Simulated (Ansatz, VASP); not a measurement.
**Au in VASP and in Ansatz**

File POSCAR:

```
Au
1.0
    0.0000000000      1.9141828324      1.9141828324
    1.9141828324      0.0000000000      1.9141828324
    1.9141828324      1.9141828324      0.0000000000
Au
1
Direct
    0.0000000000      0.0000000000      0.0000000000
```

File INCAR.step1:

```
PREC = Accurate
ENCUT = 520
ISMEAR = -1
SIGMA = 0.05
LREAL = False
LASPH = True
NELM = 60
NBANDS = 12
GGA = PE
ALGO = Normal
EDIFF = 1E-4
LWAVE = True
LCHARG = False
```

Contents of INCAR.step2:

```
PREC = Accurate
ENCUT = 520
EDIFF = 1E-6
ISMEAR = -1
SIGMA = 0.05
LREAL = False
LASPH = True
NELM = 60
ALGO = Normal
ISIF = 2
LWAVE = False
LCHARG = False
METAGGA = R2SCAN
LMIXTAU = True
NBANDS = 12
ISTART = 1
```

KPOINTS

```
regular mesh
0
Gamma
  16 16 16
```

Input for Ansatz:

```yaml
crystal:
  lattice:
    - [0.0, 1.9141828324, 1.9141828324]
    - [1.9141828324, 0.0, 1.9141828324]
    - [1.9141828324, 1.9141828324, 0.0]
  atoms:
    - { symbol: Au, position: [0.0, 0.0, 0.0] }
kpoints:
  mp_grid: { grid: [16, 16, 16] }
scf:
  occupations: { method: fermi_dirac, width: 0.05 }
hamiltonian:
  xc: r2scan
  pseudopotentials: { kind: paw }
output:
  forces: true
  stress: true
  eigenvalues: true
  populations: true
```

Change from the starting cell: volume scaled by 0.8, PAW files.

Alike in both runs: task single point; functional r2SCAN; k mesh 16 × 16 × 16; occupations fermi-dirac, width 0.05 eV; no spin polarisation.

```csv
,VASP,Ansatz
version,VASP 6.6.1,Ansatz 0.2.0
potentials or method,"VASP PAW PBE potentials, release 64 (Au)","PAW with Ansatz's default frozen-core files, scalar-relativistic"
plane-wave cutoff (eV),520,500
valence electrons in the cell,11,19
```

```csv
,VASP,Ansatz,Ansatz less VASP
pressure (GPa),67.4,66.0,-1.40
```

VASP's potentials were made for PBE, not for r2SCAN. Both programs put the cell under a high pressure, so it lies far from rest at this level. VASP's potentials hold 11 valence electrons a cell and Ansatz's 19, so a difference there can come from the potentials and not from the codes.

Spin-orbit coupling is off throughout. Noted on VASP's run: the cell as given lies far from equilibrium.
